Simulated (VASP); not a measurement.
Input of a VASP 6.6.1 run:

Contents of INCAR:

```
SYSTEM = PbF2
ALGO = Normal ; EDIFF = 1E-6
ENCUT = 600 ; GGA = PE
GGA_COMPAT = .False. ; ISIF = 2
ISMEAR = -1 ; LASPH = .True.
LCHARG = .False. ; LREAL = .False.
LWAVE = .False. ; NBANDS = 21
NELM = 120 ; PREC = Accurate
SIGMA = 0.05
```

Contents of KPOINTS:

```
k-points
0
Gamma
  5 5 5
  0 0 0
```

POSCAR

```
PbF2
1.0
    0.0000000000      2.9636600000      2.9636600000
    2.9636600000      0.0000000000      2.9636600000
    2.9636600000      2.9636600000      0.0000000000
Pb F
1 2
Direct
    0.0000000000      0.0000000000      0.0000000000
    0.7500000000      0.7500000000      0.7500000000
    0.2500000000      0.2500000000      0.2500000000
```

Potentials or basis: VASP PAW PBE potentials, release 64 (Pb_d, F).

Launch:

```bash
$ cat potpaw_PBE.64/Pb_d/POTCAR potpaw_PBE.64/F/POTCAR > POTCAR
$ mpirun -np 1 vasp_std > vasp.out
```

(1) Predict the pressure.

(2) Predict the band gap on the k mesh.

Answers

(1) 2.4 GPa.

(2) 4.53 eV, indirect (least direct gap 4.79 eV).

Caveat: spin-orbit coupling is left out, which moves the levels of the heavy elements.
